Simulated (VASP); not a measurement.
# InSb3: single point with BLYP

The system is InSb3.

```
In Sb
1.0
     0.00000    3.79455    3.79455
     3.79455    0.00000    3.79455
     3.79455    3.79455    0.00000
In Sb
1 3
Direct
  0.00000 0.00000 0.00000
  0.25000 0.25000 0.25000
  0.75000 0.75000 0.75000
  0.50000 0.50000 0.50000
```

```yaml
Program: VASP 6.6.1
Task: single point
Functional: BLYP
Potentials_or_basis: VASP PAW PBE potentials, release 64 (In_d, Sb)
Cutoff: 500 eV
k_mesh: 2 × 2 × 2
Occupations: gaussian, width 0.1 eV
Spin: no spin polarisation
```

* Pressure: 6.0 GPa
* Band gap on the k mesh: zero (band 14 reaches 9.22 eV, above the bottom of band 15 at 6.10 eV)

Levels at points of the mesh, in eV from the Fermi level:
| k point | band 13 | band 14 | band 15 | band 16 | band 17 | band 18 |
| --- | --- | --- | --- | --- | --- | --- |
| (0.00, 0.00, 0.00) | -2.62 | -2.62 | -2.62 | -0.87 | -0.87 | -0.87 |
| (0.50, 0.00, 0.00) | -2.79 | -0.58 | -0.44 | 1.64 | 1.64 | 2.93 |
| (0.50, 0.50, 0.00) | 0.50 | 0.50 | 0.90 | 1.24 | 1.52 | 1.52 |

Wall time 19 s on 1 thread of Intel(R) Xeon(R) 6975P-C (Granite Rapids), on a shared host, peak memory 0.23 GiB.

Caveat: the k points lie up to 0.72 Å⁻¹ apart; the PAW data sets were made with another functional, which shifts forces and pressure a little; spin-orbit coupling is left out, which moves the levels of the heavy elements.
